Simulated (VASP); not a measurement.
# InAgTe2 (I-42d) in VASP: settings compared

Aim: see how the results for InAgTe2 move with the level of theory and the settings. Levels: r2SCAN, PBE. Tasks: single point.

All numbers are computed with VASP 6.6.1; they aren't measurements. Logs are shortened: lines on timing, memory, paths and dates and some standing lists are left out, and cuts for length are marked.

### 1 The cell of the first run

Symmetry: I-42d, No. 122, tetragonal system. The conventional cell has a = 6.521 Å, b = 6.521 Å, c = 12.835 Å, α = 90.00°, β = 90.00°, γ = 90.00°. Within 3.7 Å of In (site symmetry -4) lie 4 Te at 2.82 Å. Ag (site symmetry -4) has 4 Te at 2.80 Å within 3.7 Å. Te (site symmetry 2) has 2 Ag at 2.80 Å and 2 In at 2.82 Å within 3.7 Å.

### 2 Single point, r2SCAN, non-collinear spin, zero start, spin-orbit coupling

File POSCAR:

```
InAgTe2
1.0
   -3.2604079500      3.2604079500      6.4175039300
    3.2604079500     -3.2604079500      6.4175039300
    3.2604079500      3.2604079500     -6.4175039300
In Ag Te
2 2 4
Direct
    0.5000000000      0.5000000000      0.0000000000
    0.2500000000      0.7500000000      0.5000000000
    0.0000000000      0.0000000000      0.0000000000
    0.7500000000      0.2500000000      0.5000000000
    0.3750000000      0.3719264500      0.4969264500
    0.6280735500      0.1250000000      1.0030735500
    0.8750000000      0.8780735500      0.5030735500
    0.1219264500      0.6250000000     -0.0030735500
```

File INCAR.step1:

```
ALGO = Normal
EDIFF = 1E-5
ENCUT = 550
GGA = PE
GGA_COMPAT = False
ISMEAR = -1
KPAR = 4
LASPH = True
LCHARG = False
LMAXMIX = 4
LNONCOLLINEAR = True
LREAL = False
LSORBIT = True
LWAVE = True
MAGMOM = 0 0 0 0 0 0 0 0 0 0 0 0 0 0 0 0 0 0 0 0 0 0 0 0
NBANDS = 90
NELM = 200
PREC = Accurate
SIGMA = 0.02
```

File INCAR.step2:

```
ALGO = Normal
EDIFF = 1E-6
ENCUT = 550
GGA_COMPAT = False
ISIF = 2
ISMEAR = -1
ISTART = 1
KPAR = 4
LASPH = True
LCHARG = False
LMAXMIX = 4
LMIXTAU = True
LNONCOLLINEAR = True
LORBIT = 11
LORBMOM = True
LREAL = False
LSORBIT = True
LWAVE = False
MAGMOM = 0 0 0 0 0 0 0 0 0 0 0 0 0 0 0 0 0 0 0 0 0 0 0 0
METAGGA = R2SCAN
NBANDS = 90
NELM = 200
PREC = Accurate
SIGMA = 0.02
```

File KPOINTS:

```
k-points
0
Gamma
  4 4 4
```

Potentials or basis: VASP PAW PBE potentials, release 64 (In_d, Ag, Te).

On the command line:

```console
$ cat potpaw_PBE.64/In_d/POTCAR potpaw_PBE.64/Ag/POTCAR potpaw_PBE.64/Te/POTCAR > POTCAR
$ cp INCAR.step1 INCAR
$ mpirun -np 4 vasp_ncl > vasp.out
$ cp INCAR.step2 INCAR
$ mpirun -np 4 vasp_ncl > vasp.out
```

OUTCAR:

```text
EDIFF = 1E-6
   ENCUT = 550
   ISIF = 2
   ISMEAR = -1
   ISTART = 1
   LASPH = True
   LNONCOLLINEAR = True
   LORBIT = 11
   LREAL = False
   LSORBIT = True
   METAGGA = R2SCAN
   NELM = 200
   PREC = Accurate

 ion  position               nearest neighbor table
   1  0.500  0.500  0.000-   7 2.82   6 2.82   8 2.82   5 2.82
   2  0.250  0.750  0.500-   6 2.82   5 2.82   7 2.82   8 2.82
   3  0.000  0.000  0.000-   6 2.80   7 2.80   5 2.80   8 2.80
   4  0.750  0.250  0.500-   6 2.80   7 2.80   5 2.80   8 2.80
   5  0.375  0.372  0.497-   3 2.80   4 2.80   1 2.82   2 2.82
   6  0.628  0.125  0.003-   3 2.80   4 2.80   1 2.82   2 2.82
   7  0.875  0.878  0.503-   3 2.80   4 2.80   2 2.82   1 2.82
   8  0.122  0.625  0.997-   3 2.80   4 2.80   2 2.82   1 2.82

  LATTYP: Found a body centered tetragonal cell.
 ALAT       =     6.5208159000
 C/A-ratio  =     1.9683131769

  Lattice vectors:

 A1 = (  -3.2604079500,   3.2604079500,   6.4175039300)
 A2 = (   3.2604079500,  -3.2604079500,   6.4175039300)
 A3 = (   3.2604079500,   3.2604079500,  -6.4175039300)

Analysis of symmetry for initial positions (statically):
=====================================================================
 Subroutine PRICEL returns:
 Original cell was already a primitive cell.

 Routine SETGRP: Setting up the symmetry group for a
 body centered tetragonal supercell.

 Subroutine GETGRP returns: Found  8 space group operations
 (whereof  4 operations were pure point group operations)
 out of a pool of 16 trial point group operations.

The static configuration has the point symmetry S_4 .
 The point group associated with its full space group is D_2d.

Analysis of symmetry for dynamics (positions and initial velocities):
=====================================================================
 Subroutine PRICEL returns:
 Original cell was already a primitive cell.

 Routine SETGRP: Setting up the symmetry group for a
 body centered tetragonal supercell.

 Subroutine GETGRP returns: Found  8 space group operations
 (whereof  4 operations were pure point group operations)
 out of a pool of 16 trial point group operations.

The dynamic configuration has the point symmetry S_4 .
 The point group associated with its full space group is D_2d.

Analysis of structural, dynamic, and magnetic symmetry:
=====================================================================
 Subroutine PRICEL returns:
 Original cell was already a primitive cell.

 Routine SETGRP: Setting up the symmetry group for a
 body centered tetragonal supercell.

 Subroutine GETGRP returns: Found  8 space group operations
 (whereof  4 operations were pure point group operations)
 out of a pool of 16 trial point group operations.

The overall configuration has the point symmetry S_4 .
 The point group associated with its full space group is D_2d.

 Subroutine INISYM returns: Found  8 space group operations
 (whereof  4 operations are pure point group operations),
 and found     1 'primitive' translations

----------------------------------------------------------------------------------------

                                     Primitive cell

  volume of cell :     272.8789

  direct lattice vectors                    reciprocal lattice vectors
    -3.260407950  3.260407950  6.417503930     0.000000000  0.153355043  0.077911912
     3.260407950 -3.260407950  6.417503930     0.153355043  0.000000000  0.077911912
     3.260407950  3.260407950 -6.417503930     0.153355043  0.153355043  0.000000000

  length of vectors
     7.902207077  7.902207077  7.902207077     0.172011729  0.172011729  0.216876781

  position of ions in fractional coordinates (direct lattice)
     0.500000000  0.500000000  0.000000000
     0.250000000  0.750000000  0.500000000
     0.000000000  0.000000000  0.000000000
     0.750000000  0.250000000  0.500000000
     0.375000000  0.371926450  0.496926450
     0.628073550  0.125000000  0.003073550
     0.875000000  0.878073550  0.503073550
[... 1528 lines left out ...]
  -------------------------------------------------------------------------------------
  Total       -0.0480564     -0.0480564     -0.0354006      0.0000000      0.0000000      0.0000000
  in kB       -0.2821575     -0.2821575     -0.2078507      0.0000000      0.0000000      0.0000000
  external PRESSURE =      -0.2573885 kB  Pullay stress =       0.0000000 kB

 VOLUME and BASIS-vectors are now :
 -----------------------------------------------------------------------------
  energy-cutoff  :      550.00
  volume of cell :      272.88
      direct lattice vectors                 reciprocal lattice vectors
    -3.260407950  3.260407950  6.417503930     0.000000000  0.153355043  0.077911912
     3.260407950 -3.260407950  6.417503930     0.153355043  0.000000000  0.077911912
     3.260407950  3.260407950 -6.417503930     0.153355043  0.153355043  0.000000000

 POSITION                                       TOTAL-FORCE (eV/Angst)
 -----------------------------------------------------------------------------------
      0.00000      0.00000      6.41750         0.000000      0.000000     -0.000000
      3.26041     -0.00000      3.20875         0.000000      0.000000     -0.000000
      0.00000      0.00000      0.00000        -0.000000      0.000000     -0.000000
     -0.00000      3.26041      3.20875        -0.000000      0.000000      0.000000
      1.61016      1.63020      1.60438        -0.027378     -0.000000      0.000000
     -1.63020      1.65025      4.81313         0.000000      0.027378     -0.000000
      1.65025      1.63020      8.02188         0.027378      0.000000     -0.000000
      4.89061      1.61016     -1.60438        -0.000000     -0.027378      0.000000
 -----------------------------------------------------------------------------------
    total drift:                               -0.000000     -0.000000     -0.000000

  FREE ENERGIE OF THE ION-ELECTRON SYSTEM (eV)
  ---------------------------------------------------
  free  energy   TOTEN  =      -193.0201470830 eV

  energy  without entropy=     -193.0201449527  energy(sigma->0) =     -193.02014602

 orbital moment (x)

 # of ion     p       d       tot
 ----------------------------------------
  1         0.000   0.000   0.000
  2         0.000  -0.000  -0.000
  3         0.000  -0.000  -0.000
  4         0.000  -0.000  -0.000
  5         0.000  -0.000   0.000
  6         0.000   0.000   0.000
  7        -0.000   0.000  -0.000
  8         0.000   0.000   0.000
 ----------------------------------------
            0.000  -0.000  -0.000

 orbital moment (y)

 # of ion     p       d       tot
 ----------------------------------------
  1        -0.000   0.000  -0.000
  2         0.000   0.000   0.000
  3         0.000  -0.000  -0.000
  4         0.000  -0.000  -0.000
  5         0.000  -0.000  -0.000
  6         0.000  -0.000   0.000
  7         0.000   0.000   0.000
  8        -0.000   0.000  -0.000
 ----------------------------------------
            0.000  -0.000  -0.000

 orbital moment (z)

 # of ion     p       d       tot
 ----------------------------------------
  1         0.000   0.000   0.000
  2        -0.000  -0.000  -0.000
  3         0.000  -0.000  -0.000
  4        -0.000   0.000   0.000
  5         0.000   0.000   0.000
  6         0.000  -0.000  -0.000
  7         0.000   0.000   0.000
  8         0.000  -0.000  -0.000
 ----------------------------------------
            0.000   0.000   0.000

 Spin-Orbit-Coupling matrix elements

 Ion:    1  E_soc:     -0.0698840
 l=   1
     0.0000000    -0.0054951    -0.0054599
    -0.0054951     0.0000000    -0.0054951
    -0.0054599    -0.0054951     0.0000000
 l=   2
     0.0000000    -0.0012572     0.0000000    -0.0012572    -0.0049001
    -0.0012572     0.0000000    -0.0036828    -0.0012582    -0.0012267
     0.0000000    -0.0036828     0.0000000    -0.0036828     0.0000000
    -0.0012572    -0.0012582    -0.0036828     0.0000000    -0.0012267
    -0.0049001    -0.0012267     0.0000000    -0.0012267     0.0000000
 l=   3
     0.0000000     0.0000000     0.0000000     0.0000000     0.0000000     0.0000000     0.0000000
     0.0000000     0.0000000     0.0000000     0.0000000     0.0000000     0.0000000     0.0000000
     0.0000000     0.0000000     0.0000000     0.0000000     0.0000000     0.0000000     0.0000000
     0.0000000     0.0000000     0.0000000     0.0000000     0.0000000     0.0000000     0.0000000
[... 129 lines left out ...]
 l=   2
     0.0000000    -0.0000321     0.0000000    -0.0000380    -0.0000618
    -0.0000321     0.0000000    -0.0000488    -0.0000370    -0.0000136
     0.0000000    -0.0000488     0.0000000    -0.0000468     0.0000000
    -0.0000380    -0.0000370    -0.0000468     0.0000000    -0.0000154
    -0.0000618    -0.0000136     0.0000000    -0.0000154     0.0000000
 l=   3
     0.0000000     0.0000000     0.0000000     0.0000000     0.0000000     0.0000000     0.0000000
     0.0000000     0.0000000     0.0000000     0.0000000     0.0000000     0.0000000     0.0000000
     0.0000000     0.0000000     0.0000000     0.0000000     0.0000000     0.0000000     0.0000000
     0.0000000     0.0000000     0.0000000     0.0000000     0.0000000     0.0000000     0.0000000
     0.0000000     0.0000000     0.0000000     0.0000000     0.0000000     0.0000000     0.0000000
     0.0000000     0.0000000     0.0000000     0.0000000     0.0000000     0.0000000     0.0000000
     0.0000000     0.0000000     0.0000000     0.0000000     0.0000000     0.0000000     0.0000000

 total charge

# of ion       s       p       d       tot
------------------------------------------
    1        0.841   0.660   9.886  11.387
    2        0.841   0.660   9.886  11.387
    3        0.360   0.269   9.242   9.871
    4        0.360   0.269   9.242   9.871
    5        1.362   2.050   0.030   3.442
    6        1.362   2.050   0.030   3.442
    7        1.362   2.050   0.030   3.442
    8        1.362   2.050   0.030   3.442
--------------------------------------------------
tot          7.848  10.059  38.377  56.284

 magnetization (x)

# of ion       s       p       d       tot
------------------------------------------
    1        0.000  -0.000  -0.000  -0.000
    2        0.000   0.000   0.000   0.000
    3        0.000  -0.000   0.000  -0.000
    4        0.000  -0.000   0.000   0.000
    5       -0.000   0.000  -0.000   0.000
    6        0.000  -0.000   0.000  -0.000
    7        0.000  -0.000   0.000  -0.000
    8        0.000   0.000  -0.000   0.000
--------------------------------------------------
tot          0.000  -0.000   0.000   0.000

 magnetization (y)

# of ion       s       p       d       tot
------------------------------------------
    1        0.000  -0.000  -0.000  -0.000
    2        0.000   0.000   0.000   0.000
    3        0.000   0.000  -0.000  -0.000
    4        0.000   0.000  -0.000  -0.000
    5        0.000   0.000   0.000   0.000
    6       -0.000   0.000  -0.000   0.000
    7        0.000  -0.000  -0.000  -0.000
    8        0.000  -0.000   0.000  -0.000
--------------------------------------------------
tot          0.000  -0.000  -0.000  -0.000

 magnetization (z)

# of ion       s       p       d       tot
------------------------------------------
    1       -0.000  -0.000   0.000  -0.000
    2        0.000   0.000  -0.000   0.000
    3        0.000  -0.000   0.000   0.000
    4       -0.000   0.000  -0.000  -0.000
    5        0.000   0.000  -0.000   0.000
    6        0.000   0.000   0.000   0.000
    7       -0.000   0.000  -0.000   0.000
    8       -0.000   0.000   0.000  -0.000
--------------------------------------------------
tot         -0.000   0.000  -0.000   0.000
```

It took 60 min on 4 MPI ranks of AMD EPYC 7R43 (Zen 3), shared host; peak memory 2.1 GiB.

Results:

```yaml
Free_energy: -193.0201 eV
Pressure: 0.0 GPa
Largest_force: 0.027 eV/Å
Net_moment: 0.00 μB per cell
Valence_electrons_inside_the_program's_atomic_spheres: In 11.39; Ag 9.87; Te 3.44
```

Forces on the atoms (eV/Å):
```
In   0.000  0.000  0.000
In   0.000  0.000  0.000
Ag   0.000  0.000  0.000
Ag   0.000  0.000  0.000
Te  -0.027  0.000  0.000
Te   0.000  0.027  0.000
Te   0.027  0.000  0.000
Te   0.000 -0.027  0.000
```

Moments on the atoms (μB; x, y, z):
```
In  0.00 0.00 0.00
In  0.00 0.00 0.00
Ag  0.00 0.00 0.00
Ag  0.00 0.00 0.00
Te  0.00 0.00 0.00
Te  0.00 0.00 0.00
Te  0.00 0.00 0.00
Te  0.00 0.00 0.00
```

Caveat: the PAW data sets were made with another functional, which shifts forces and pressure a little.

### 3 Single point, PBE

This run uses another cell than the first one, of 35.07 Å³/atom.

File INCAR:

```
SYSTEM = InAgTe2
ALGO = Normal
EDIFF = 1E-6
ENCUT = 500
GGA = PE
GGA_COMPAT = .FALSE.
ISIF = 2
ISMEAR = -1
LASPH = .TRUE.
LCHARG = .FALSE.
LREAL = .FALSE.
LWAVE = .FALSE.
NBANDS = 46
NELM = 120
PREC = Accurate
SIGMA = 0.02
```

File KPOINTS:

```
k-points
0
G
  6 6 6
  0 0 0
```

File POSCAR:

```
InAgTe2
1.0
   -3.2851541574      3.2851541574      6.4996414591
    3.2851541574     -3.2851541574      6.4996414591
    3.2851541574      3.2851541574     -6.4996414591
In Ag Te
2 2 4
Direct
    0.5000000000      0.5000000000      0.0000000000
    0.2500000000      0.7500000000      0.5000000000
    0.0000000000      0.0000000000      0.0000000000
    0.7500000000      0.2500000000      0.5000000000
    0.3750000000      0.3695200544      0.4945200544
    0.6304799456      0.1250000000      1.0054799456
    0.8750000000      0.8804799456      0.5054799456
    0.1195200544      0.6250000000     -0.0054799456
```

Potentials or basis: VASP PAW PBE potentials, release 64 (In_d, Ag, Te).

On the command line:

```console
$ cat potpaw_PBE.64/In_d/POTCAR potpaw_PBE.64/Ag/POTCAR potpaw_PBE.64/Te/POTCAR > POTCAR
$ mpirun -np 1 vasp_std > vasp.out
```

It took 18 min on 1 thread of Oxide Virtual Turin-like, shared host; peak memory 0.65 GiB.

Results (log left out):

* Free energy: -25.4632 eV
* Pressure: 0.0 GPa
* Largest force: 0.009 eV/Å
* Band gap on the k mesh: 0.05 eV

Forces on the atoms (eV/Å):
```
In   0.000  0.000  0.000
In   0.000  0.000  0.000
Ag   0.000  0.000  0.000
Ag   0.000  0.000  0.000
Te  -0.009  0.000  0.000
Te   0.000  0.009  0.000
Te   0.009  0.000  0.000
Te   0.000 -0.009  0.000
```

Levels at points of the mesh, in eV from the valence-band top:
```csv
k point,band 32,band 33,band 34,band 35,band 36,band 37,band 38,band 39,band 40,band 41
"(0.00, 0.00, 0.00)",-1.79,-1.79,-0.08,-0.08,0.00,0.05,1.88,2.18,3.48,3.48
"(0.50, 0.00, 0.00)",-1.74,-1.52,-1.18,-1.13,-0.56,1.67,2.02,2.95,3.51,3.74
"(0.50, 0.50, 0.00)",-1.28,-0.85,-0.85,-0.49,-0.49,0.90,0.90,2.86,2.86,4.15
"(0.50, 0.50, 0.50)",-1.74,-1.21,-1.21,-0.89,-0.89,1.51,1.51,2.16,2.16,2.81
```

Caveat: semilocal functionals underestimate gaps, and a narrow one can read as zero; spin-orbit coupling is left out, which moves the levels of the heavy elements.
